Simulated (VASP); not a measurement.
Here is a VASP 6.6.1 calculation.

Contents of INCAR:

```
PREC     = Accurate       # precision mode
ENCUT    = 520            # plane-wave cutoff, eV
EDIFF    = 1E-7           # SCF threshold, eV
ISMEAR   = 0              # smearing method
SIGMA    = 0.1            # smearing width, eV
LREAL    = False          # projectors in reciprocal space
LASPH    = True           # aspherical terms in the spheres
NELM     = 60             # most SCF steps
ALGO     = Normal         # electronic algorithm
ISIF     = 2              # what is computed and relaxed
LWAVE    = False          # write WAVECAR
LCHARG   = False          # write CHGCAR
GGA      = PS             # functional
NBANDS   = 17             # bands
```

File KPOINTS:

```
regular mesh
0
Gamma
  12 12 12
```

The input POSCAR:

```
TeW
1.0
    0.0000000000      3.0241765070      3.0241765070
    3.0241765070      0.0000000000      3.0241765070
    3.0241765070      3.0241765070      0.0000000000
W Te
1 1
Direct
    0.0000000000      0.0000000000      0.0000000000
    0.2500000000      0.2500000000      0.2500000000
```

Potentials or basis: VASP PAW PBE potentials, release 64 (W_sv, Te).

Command:

```sh
$ cat potpaw_PBE.64/W_sv/POTCAR potpaw_PBE.64/Te/POTCAR > POTCAR
$ mpirun -np 1 vasp_std > vasp.out
```

(1) Estimate the band gap on the k mesh.

(2) Predict the pressure.

## Answers

(1) zero (bands 10 and 11 overlap by 0.25 eV).

(2) -1.0 GPa.

Caveat: the PAW data sets were made with another functional, which shifts forces and pressure a little; spin-orbit coupling is left out, which moves the levels of the heavy elements.
